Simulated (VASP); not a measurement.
A run of VASP 6.6.1 is set up as follows.

File INCAR:

```
ALGO     = Normal         # electronic algorithm
EDIFF    = 1E-7           # SCF threshold, eV
ENCUT    = 520            # plane-wave cutoff, eV
ISIF     = 2              # what is computed and relaxed
ISMEAR   = -1             # smearing method
LASPH    = True           # aspherical terms in the spheres
LCHARG   = True           # write CHGCAR
LELF     = True           # ELF
LREAL    = False          # projectors in reciprocal space
LVHAR    = True         
LWAVE    = False          # write WAVECAR
NBANDS   = 18             # bands
NELM     = 60             # most SCF steps
PREC     = Accurate       # precision mode
SIGMA    = 0.05           # smearing width, eV
```

Contents of KPOINTS:

```
k-points
0
Gamma
  7 7 7
```

The input POSCAR:

```
Al3Pd
1.0
    3.9988489825      0.0000000000      0.0000000000
    0.0000000000      3.9988489825      0.0000000000
    0.0000000000      0.0000000000      3.9988489825
Pd Al
1 3
Direct
    0.0000000000      0.0000000000      0.0000000000
    0.5000000000      0.5000000000      0.0000000000
    0.5000000000      0.0000000000      0.5000000000
    0.0000000000      0.5000000000      0.5000000000
```

Potentials or basis: VASP PAW LDA potentials, release 64 (Pd, Al).

Run with:

```bash
$ cat potpaw_LDA.64/Pd/POTCAR potpaw_LDA.64/Al/POTCAR > POTCAR
$ mpirun -np 1 vasp_std > vasp.out
```

Task: Estimate the pressure.

Result: -8.3 GPa.
